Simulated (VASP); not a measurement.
# MgB in VASP: notebook, part 2 of 2

VASP 6.6.1. Earlier steps stand in the parts before.

### Step 4. Single point, r2SCAN+rVV10

This run uses another cell than the first one, of 11.96 Å³/atom, 0.966 times its volume.

POSCAR reads:

```
MgB
1.0
    2.8812996753      0.0000000000      0.0000000000
    0.0000000000      2.8812996753      0.0000000000
    0.0000000000      0.0000000000      2.8812996753
Mg B
1 1
Direct
    0.0000000000      0.0000000000      0.0000000000
    0.5000000000      0.5000000000      0.5000000000
```

INCAR.step1 reads:

```
SYSTEM = MgB
ALGO = Normal
EDIFF = 1E-4
ENCUT = 520
GGA = PE
ISMEAR = -1
LASPH = .TRUE.
LCHARG = .FALSE.
LREAL = .FALSE.
LWAVE = .TRUE.
NBANDS = 10
NELM = 80
PREC = Accurate
SIGMA = 0.05
```

INCAR.step2 reads:

```
SYSTEM = MgB
ALGO = Normal
BPARAM = 11.95
CPARAM = 0.0093
EDIFF = 1E-6
ENCUT = 520
ISIF = 2
ISMEAR = -1
ISTART = 1
IVDW_NL = 2
LASPH = .TRUE.
LCHARG = .TRUE.
LELF = .TRUE.
LMIXTAU = .TRUE.
LREAL = .FALSE.
LUSE_VDW = .TRUE.
LVHAR = .TRUE.
LWAVE = .FALSE.
METAGGA = R2SCAN
NBANDS = 10
NELM = 80
PREC = Accurate
SIGMA = 0.05
```

KPOINTS reads:

```
k-points
0
G
  9 9 9
  0 0 0
```

Potentials or basis: VASP PAW PBE potentials, release 64 (Mg, B).

The run is started by

```console
$ cat potpaw_PBE.64/Mg/POTCAR potpaw_PBE.64/B/POTCAR > POTCAR
$ cp INCAR.step1 INCAR
$ mpirun -np 1 vasp_std > vasp.out
$ cp INCAR.step2 INCAR
$ mpirun -np 1 vasp_std > vasp.out
```

OUTCAR:

```text
SYSTEM = MgB
   BPARAM = 11.95
   EDIFF = 1E-6
   ENCUT = 520
   ISIF = 2
   ISMEAR = -1
   ISTART = 1
   IVDW_NL = 2
   LASPH = .TRUE.
   LREAL = .FALSE.
   METAGGA = R2SCAN
   NELM = 80
   PREC = Accurate

 ion  position               nearest neighbor table
   1  0.000  0.000  0.000-   2 2.50   2 2.50   2 2.50   2 2.50   2 2.50   2 2.50   2 2.50   2 2.50

   2  0.500  0.500  0.500-   1 2.50   1 2.50   1 2.50   1 2.50   1 2.50   1 2.50   1 2.50   1 2.50

  LATTYP: Found a simple cubic cell.
 ALAT       =     2.8812996753

[... 494 lines left out ...]
      5       9.0651      0.00000
      6      15.5601      0.00000
      7      16.7980      0.00000
      8      20.7918      0.00000
      9      22.3025      0.00000
     10      23.2442      0.00000

 [... further k-points ...]
[... 5 lines left out ...]
  --------------------------------------------------------------------------------------
  -------------------------------------------------------------------------------------
  Total       -0.0591274     -0.0591274     -0.0591274     -0.0000000     -0.0000000     -0.0000000
  in kB       -3.9603575     -3.9603575     -3.9603575     -0.0000000     -0.0000000     -0.0000000
  external PRESSURE =      -3.9603575 kB  Pullay stress =       0.0000000 kB

 VOLUME and BASIS-vectors are now :
 -----------------------------------------------------------------------------
  energy-cutoff  :      520.00
  volume of cell :       23.92
      direct lattice vectors                 reciprocal lattice vectors
     2.881299675  0.000000000  0.000000000     0.347065600  0.000000000  0.000000000
     0.000000000  2.881299675  0.000000000     0.000000000  0.347065600  0.000000000
     0.000000000  0.000000000  2.881299675     0.000000000  0.000000000  0.347065600

 POSITION                                       TOTAL-FORCE (eV/Angst)
 -----------------------------------------------------------------------------------
      0.00000      0.00000      0.00000         0.000000      0.000000      0.000000
      1.44065      1.44065      1.44065         0.000000      0.000000      0.000000
 -----------------------------------------------------------------------------------
    total drift:                                0.000000     -0.000000     -0.000000

  FREE ENERGIE OF THE ION-ELECTRON SYSTEM (eV)
  ---------------------------------------------------
  free  energy   TOTEN  =        -9.8130782594 eV

  energy  without entropy=       -9.8060630959  energy(sigma->0) =       -9.80957068
```

OUTCAR.step1:

```text
SYSTEM = MgB
   EDIFF = 1E-4
   ENCUT = 520
   GGA = PE
   ISMEAR = -1
   LASPH = .TRUE.
   LREAL = .FALSE.
[... 533 lines left out ...]
      0.00000      0.00000      0.00000         0.000000      0.000000      0.000000
      1.44065      1.44065      1.44065         0.000000      0.000000      0.000000
 -----------------------------------------------------------------------------------
    total drift:                                0.000000     -0.000000     -0.000000

  FREE ENERGIE OF THE ION-ELECTRON SYSTEM (eV)
  ---------------------------------------------------
  free  energy   TOTEN  =        -6.6217234778 eV

  energy  without entropy=       -6.6147441553  energy(sigma->0) =       -6.61823382
```

OSZICAR.step1:

```text
N       E                     dE             d eps       ncg     rms          rms(c)
DAV:   1     0.177422541947E+01    0.17742E+01   -0.19572E+03   788   0.349E+02
DAV:   2    -0.663631774552E+01   -0.84105E+01   -0.79479E+01   824   0.610E+01
DAV:   3    -0.682108220833E+01   -0.18476E+00   -0.18269E+00   912   0.721E+00
DAV:   4    -0.682145200439E+01   -0.36980E-03   -0.36977E-03   820   0.352E-01
DAV:   5    -0.682145323774E+01   -0.12333E-05   -0.12329E-05   830   0.191E-02    0.183E+00
DAV:   6    -0.666652942691E+01    0.15492E+00   -0.18516E-01   742   0.164E+00    0.980E-01
DAV:   7    -0.662368677868E+01    0.42843E-01   -0.11930E-01   790   0.134E+00    0.327E-01
DAV:   8    -0.662172567290E+01    0.19611E-02   -0.23941E-03   796   0.407E-01    0.322E-02
DAV:   9    -0.662172347776E+01    0.21951E-05   -0.10400E-05   492   0.203E-02
   1 F= -.66217235E+01 E0= -.66182338E+01  d E =-.697932E-02
```

Wall time 27 s (1 thread of AMD EPYC 9R14 (Zen 4), shared host); peak memory 0.19 GiB.

Results:

```
Free energy : -9.8131 eV
Pressure    : -0.4 GPa
```

Caveat: the PAW data sets were made with another functional, which shifts forces and pressure a little.

### Step 5. Relaxation of cell and atoms, r2SCAN+rVV10

This run uses another cell than the first one, of 12.13 Å³/atom, 0.980 times its volume.

POSCAR reads:

```
MgB
1.0
    2.8951500000      0.0000000000      0.0000000000
    0.0000000000      2.8951500000      0.0000000000
    0.0000000000      0.0000000000      2.8951500000
Mg B
1 1
Direct
    0.0000000000      0.0000000000      0.0000000000
    0.5000000000      0.5000000000      0.5000000000
```

INCAR.step1 reads:

```
PREC = Accurate ; ENCUT = 600
ISMEAR = -1 ; SIGMA = 0.05
LREAL = False ; LASPH = True
NELM = 80 ; GGA = PE
ALGO = Normal ; EDIFF = 1E-4
LWAVE = True ; LCHARG = False
```

INCAR.step2 reads:

```
PREC = Accurate ; ENCUT = 600
EDIFF = 1E-6 ; ISMEAR = -1
SIGMA = 0.05 ; LREAL = False
LASPH = True ; NELM = 80
ALGO = Normal ; ISIF = 3
LWAVE = False ; LCHARG = False
METAGGA = R2SCAN ; LMIXTAU = True
LUSE_VDW = True ; IVDW_NL = 2
BPARAM = 11.95 ; CPARAM = 0.0093
IBRION = 2 ; NSW = 60
EDIFFG = -0.01 ; ISTART = 1
```

KPOINTS reads:

```
regular mesh
0
Gamma
  9 9 9
```

Potentials or basis: VASP PAW PBE potentials, release 64 (Mg, B).

The run is started by

```console
$ cat potpaw_PBE.64/Mg/POTCAR potpaw_PBE.64/B/POTCAR > POTCAR
$ cp INCAR.step1 INCAR
$ mpirun -np 1 vasp_std > vasp.out
$ cp INCAR.step2 INCAR
$ mpirun -np 1 vasp_std > vasp.out
```

OUTCAR:

```text
PREC = Accurate
   ENCUT = 600
   EDIFF = 1E-6
   ISMEAR = -1
   LREAL = False
   LASPH = True
   NELM = 80
   ISIF = 3
   METAGGA = R2SCAN
   IVDW_NL = 2
   BPARAM = 11.95
   IBRION = 2
   NSW = 60
   EDIFFG = -0.01
   ISTART = 1

 ion  position               nearest neighbor table
   1  0.000  0.000  0.000-   2 2.51   2 2.51   2 2.51   2 2.51   2 2.51   2 2.51   2 2.51   2 2.51

   2  0.500  0.500  0.500-   1 2.51   1 2.51   1 2.51   1 2.51   1 2.51   1 2.51   1 2.51   1 2.51

  LATTYP: Found a simple cubic cell.
 ALAT       =     2.8951500000
[... 448 lines left out ...]
      3       3.4131      2.00000
      4       8.8357      0.00000
      5       9.1022      0.00000
      6      15.6107      0.00000

 [... further k-points ...]
[... 5 lines left out ...]
  --------------------------------------------------------------------------------------
  -------------------------------------------------------------------------------------
  Total       -0.0154105     -0.0154105     -0.0154105     -0.0000000     -0.0000000     -0.0000000
  in kB       -1.0358361     -1.0358361     -1.0358361     -0.0000000     -0.0000000     -0.0000000
  external PRESSURE =      -1.0358361 kB  Pullay stress =       0.0000000 kB

 VOLUME and BASIS-vectors are now :
 -----------------------------------------------------------------------------
  energy-cutoff  :      600.00
  volume of cell :       23.84
      direct lattice vectors                 reciprocal lattice vectors
     2.877917333 -0.000000000 -0.000000000     0.347473497  0.000000000 -0.000000000
    -0.000000000  2.877917333 -0.000000000     0.000000000  0.347473497  0.000000000
     0.000000000 -0.000000000  2.877917333     0.000000000  0.000000000  0.347473497

 POSITION                                       TOTAL-FORCE (eV/Angst)
 -----------------------------------------------------------------------------------
      0.00000      0.00000      0.00000        -0.000000      0.000000      0.000000
      1.43896      1.43896      1.43896         0.000000     -0.000000      0.000000
 -----------------------------------------------------------------------------------
    total drift:                                0.000000     -0.000000     -0.000000

  FREE ENERGIE OF THE ION-ELECTRON SYSTEM (eV)
  ---------------------------------------------------
  free  energy   TOTEN  =        -9.8145270964 eV

  energy  without entropy=       -9.8074833505  energy(sigma->0) =       -9.81100522

 reached required accuracy - stopping structural energy minimisation
```

Wall time 35 s (1 thread of AMD EPYC 9R14 (Zen 4), shared host); peak memory 0.19 GiB.

What came out:

```yaml
Free_energy: -9.8145 eV
Relaxed_volume: 11.92 Å³/atom
Relaxed_cell: a = 2.878 Å, b = 2.878 Å, c = 2.878 Å, α = 90.00°, β = 90.00°, γ = 90.00°
Space_group_after_relaxing_to_0.05_Å: Pm-3m (No. 221)
Energy_gained_by_relaxing: 1.2 meV/atom
Ionic_steps: 2
Pressure_after_relaxing: -0.1 GPa
```

Step by step:
```csv
step,energy change (eV),largest force (eV/Å),pressure (GPa),volume (Å³)
1,0.0000,0.0000,-1.63,24.27
2,-0.0023,0.0000,-0.10,23.84
```

Final structure:
```
CELL_PARAMETERS angstrom
2.87792 0.00000 0.00000
0.00000 2.87792 0.00000
0.00000 0.00000 2.87792
ATOMIC_POSITIONS crystal
Mg 0.00000 0.00000 0.00000
B 0.50000 0.50000 0.50000
```

Levels at points of the mesh, in eV from the Fermi level:
```csv
k point,band 1,band 2,band 3,band 4,band 5
"(0.00, 0.00, 0.00)",-11.77,2.62,2.62,2.62,7.24
```

Caveat: the PAW data sets were made with another functional, which shifts forces and pressure a little.

### Step 6. The runs side by side

```tsv
task	level	cell	k mesh	cutoff (eV)	gap on the mesh (eV)	pressure (GPa)
single point	PBE	a = 2.924, b = 2.924, c = 2.895 Å, 2 atoms	8 × 8 × 8	520	none	-1.3
single point	PBE	a = 2.953, b = 2.953, c = 2.895 Å, 2 atoms	8 × 8 × 8	520	none	-2.7
single point	r2SCAN+rVV10	a = 2.881 Å, 2 atoms	9 × 9 × 9	520	none	-0.4
relaxation of cell and atoms	r2SCAN+rVV10	relaxed from a = 2.895 Å, 2 atoms	9 × 9 × 9	600	none	-0.1
```

Alike in all rows: potentials or basis VASP PAW PBE potentials, release 64 (Mg, B); no spin polarisation; smearing fermi-dirac 0.05 eV.

Caveats: the PAW data sets were made with another functional, which shifts forces and pressure a little (some runs).

Total energies depend on the potentials used, so only differences within one code and one set of settings carry meaning.
